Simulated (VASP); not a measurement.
Set up this calculation in VASP 6.6.1, as the native input.

* Task: single point
* Functional: PBEsol
* Potentials or basis: VASP PAW PBE potentials, release 64 (Yb)
* Cutoff: 520 eV
* k mesh: 8 × 8 × 8
* Occupations: fermi-dirac, width 0.05 eV
* Spin: collinear spin, ferromagnetic start
* Starting moments: [1.0] μB
* Dipole correction: no
* Further INCAR settings: ALGO = Normal; EDIFF = 1e-06; NBANDS = 22

The structure of Yb lies in POSCAR:

```
Yb
1.0
    0.0000000000      2.7968999332      2.7968999332
    2.7968999332      0.0000000000      2.7968999332
    2.7968999332      2.7968999332      0.0000000000
Yb
1
Direct
    0.0000000000      0.0000000000      0.0000000000
```

The input as run:

INCAR

```
ALGO = Normal
EDIFF = 1E-6
ENCUT = 520
GGA = PS
ISIF = 2
ISMEAR = -1
ISPIN = 2
LASPH = T
LCHARG = F
LMAXMIX = 6
LORBIT = 11
LREAL = F
LWAVE = F
MAGMOM = 1
NBANDS = 22
NELM = 150
PREC = Accurate
SIGMA = 0.05
```

KPOINTS

```
k-points
0
Gamma
  8 8 8
```

Potentials or basis: VASP PAW PBE potentials, release 64 (Yb).

Run with:

```bash
$ cat potpaw_PBE.64/Yb/POTCAR > POTCAR
$ mpirun -np 1 vasp_std > vasp.out
```

It gave:

```
Pressure                                              : -5.7 GPa
Band gap on the k mesh                                : zero (filled and empty bands overlap)
Net moment                                            : 0.00 μB per cell
Valence electrons inside the program's atomic spheres : Yb 22.03
```

Caveat: the cell stands under tension; the PAW data sets were made with another functional, which shifts forces and pressure a little; spin-orbit coupling is left out, which moves the levels of the heavy elements.

Run time: 7.9 min on 1 thread of Intel Xeon 8259CL, on a shared host, peak memory 0.23 GiB.
